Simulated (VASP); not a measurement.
Hf2S:

```
Hf S
1.0
     3.37427    0.00000    0.00000
    -1.68714    2.92221    0.00000
     0.00000    0.00000   11.71741
Hf S
4 2
Cartesian
  1.6871 0.9741 10.5435
  0.0000 1.9481 4.6848
  1.6871 0.9741 7.0327
  0.0000 1.9481 1.1739
  0.0000 0.0000 8.7881
  0.0000 0.0000 2.9294
```

| Quantity | Value |
| --- | --- |
| Program | VASP 6.6.1 |
| Task | relaxation of cell and atoms |
| Functional | PBEsol |
| Potentials or basis | VASP PAW PBE potentials, release 64 (Hf_pv, S) |
| Cutoff | 600 eV |
| k mesh | 12 × 12 × 4 |
| Occupations | gaussian, width 0.1 eV |
| Spin | no spin polarisation |

At the start: pressure -3.3 GPa; volume 19.26 Å³/atom.

Problem. Where does the relaxation end?

Solution. Over 6 steps the energy falls by 5.8 meV/atom and the volume is 18.80 Å³/atom (-2.4 %); space group P6_3/mmc (No. 194, to 0.05 Å).

Step by step:
| step | energy change (eV) | largest force (eV/Å) | pressure (GPa) | volume (Å³) |
| --- | --- | --- | --- | --- |
| 1 | 0.0000 | 0.2025 | -3.28 | 115.54 |
| 2 | 0.0257 | 0.0512 | 5.30 | 109.07 |
| 3 | -0.0315 | 0.1497 | 0.14 | 112.72 |
| 4 | -0.0348 | 0.0421 | 0.03 | 112.75 |
| 5 | -0.0349 | 0.0195 | 0.01 | 112.76 |
| 6 | -0.0351 | 0.0086 | 0.01 | 112.77 |

Final structure:
```cif
data_structure
_symmetry_space_group_name_H-M 'P 1'
_symmetry_Int_Tables_number 1
_cell_length_a 3.3414
_cell_length_b 3.3414
_cell_length_c 11.6629
_cell_angle_alpha 90.000
_cell_angle_beta 90.000
_cell_angle_gamma 120.000
_cell_volume 112.77
loop_
_atom_site_label
_atom_site_type_symbol
_atom_site_fract_x
_atom_site_fract_y
_atom_site_fract_z
_atom_site_occupancy
Hf1 Hf 0.66667 0.33333 0.89866 1
Hf2 Hf 0.33333 0.66667 0.39866 1
Hf3 Hf 0.66667 0.33333 0.60134 1
Hf4 Hf 0.33333 0.66667 0.10134 1
S1 S 0.00000 0.00000 0.75000 1
S2 S 0.00000 0.00000 0.25000 1
```

Caveat: the PAW data sets were made with another functional, which shifts forces and pressure a little.
